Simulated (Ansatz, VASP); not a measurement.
# One calculation of ScC3, two programs

```
Sc C
1.0
     4.52051    0.00000    0.00000
    -2.26026    3.91488    0.00000
     0.00000    0.00000    5.32447
Sc C
2 6
Cartesian
  0.0000 2.6099 1.3311
  2.2603 1.3050 3.9934
  2.2603 3.0902 1.3311
  -1.5461 3.5025 3.9934
  0.7142 0.4123 1.3311
  0.0000 0.8247 3.9934
  3.8063 0.4123 1.3311
  1.5461 3.5025 3.9934
```

Alike in both runs: functional PBE; k mesh 12 × 12 × 8; occupations gaussian, width 0.1 eV; no spin polarisation.

Ansatz relaxed the structure, and its values are those at the end. VASP's run is a single point on that final structure, the one shown.

|  | VASP | Ansatz |
| --- | --- | --- |
| version | VASP 6.6.1 | Ansatz 0.2.0 |
| potentials or method | VASP PAW PBE potentials, release 64 (Sc_sv, C), cutoff 520 eV | scalar-relativistic, plane waves, PAW |
| valence electrons in the cell | 46 | 46 |

|  | VASP | Ansatz | Ansatz less VASP |
| --- | --- | --- | --- |
| gap on the k mesh at the Fermi level (eV) | none | none | - |
| pressure (GPa) | 0.8 | 0.0 | -0.75 |
| rms of the force components (eV/Å) | 0.079 | 0.001 | -0.0779 |

A gap of «none» marks a metal or a gap that the smearing closes.
